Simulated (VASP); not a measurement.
BiOs2:

```
Bi Os
1.0
     0.00000    3.86839    3.86839
     3.86839    0.00000    3.86839
     3.86839    3.86839    0.00000
Bi Os
2 4
Direct
  0.00000 0.00000 0.00000
  0.25000 0.25000 0.25000
  0.62500 0.62500 0.62500
  0.12500 0.62500 0.62500
  0.62500 0.62500 0.12500
  0.62500 0.12500 0.62500
```

* Program: VASP 6.6.1
* Task: relaxation of cell and atoms
* Functional: PBE
* Potentials or basis: VASP PAW PBE potentials, release 64 (Bi_d, Os)
* Cutoff: 600 eV
* k mesh: 8 × 8 × 8
* Occupations: gaussian, width 0.1 eV
* Spin: no spin polarisation

At the start: pressure -4.4 GPa; volume 19.30 Å³/atom.

Where does the relaxation end?

Over 3 steps the energy falls by 6.3 meV/atom and the volume is 18.85 Å³/atom (-2.3 %); space group Fd-3m (No. 227, to 0.1 Å) before and after.

The path:
```csv
step,energy change (eV),largest force (eV/Å),pressure (GPa),volume (Å³)
1,0.0000,0.0000,-4.38,115.78
2,0.1667,0.0000,11.68,107.17
3,-0.0379,0.0000,-0.08,113.11
```

Final structure:
```yaml
crystal:
  lattice:
    - [0.00000, 3.83846, 3.83846]
    - [3.83846, 0.00000, 3.83846]
    - [3.83846, 3.83846, 0.00000]
  atoms:
    - { symbol: Bi, position: [0.00000, 0.00000, 0.00000] }
    - { symbol: Bi, position: [0.25000, 0.25000, 0.25000] }
    - { symbol: Os, position: [0.62500, 0.62500, 0.62500] }
    - { symbol: Os, position: [0.12500, 0.62500, 0.62500] }
    - { symbol: Os, position: [0.62500, 0.62500, 0.12500] }
    - { symbol: Os, position: [0.62500, 0.12500, 0.62500] }
```
